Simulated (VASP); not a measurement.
# SnTe: single point with PBE

The system is SnTe.

```
CELL_PARAMETERS angstrom
0.00000 3.18581 3.18581
3.18581 0.00000 3.18581
3.18581 3.18581 0.00000
ATOMIC_POSITIONS crystal
Sn 0.00000 0.00000 0.00000
Te 0.50000 0.50000 0.50000
```

```yaml
Program: VASP 6.6.1
Task: single point
Functional: PBE
Potentials_or_basis: VASP PAW PBE potentials, release 64 (Sn_d, Te)
Cutoff: 500 eV
k_mesh: 6 × 6 × 6
Occupations: gaussian, width 0.1 eV
Spin: no spin polarisation
Dipole_correction: no
Further_INCAR_settings: ALGO = Normal; EDIFF = 1e-06; NBANDS = 17
```

```
Pressure               : 0.7 GPa
Band gap on the k mesh : zero (filled and empty bands touch)
```

Levels at points of the mesh, in eV from the Fermi level:
| k point | band 7 | band 8 | band 9 | band 10 | band 11 | band 12 | band 13 | band 14 |
| --- | --- | --- | --- | --- | --- | --- | --- | --- |
| (0.00, 0.00, 0.00) | -4.84 | -2.09 | -2.09 | -2.09 | 3.25 | 3.25 | 3.25 | 4.78 |
| (0.50, 0.00, 0.00) | -8.20 | -1.76 | -1.76 | 0.00 | 0.00 | 0.38 | 0.38 | 7.67 |
| (0.50, 0.50, 0.00) | -6.48 | -5.38 | -3.62 | -3.62 | 2.27 | 4.73 | 4.73 | 6.11 |

It took 9.8 s on 1 thread of Intel(R) Xeon(R) 6975P-C (Granite Rapids) (shared host), peak memory 0.2 GiB.

Caveat: spin-orbit coupling is left out, which moves the levels of the heavy elements.
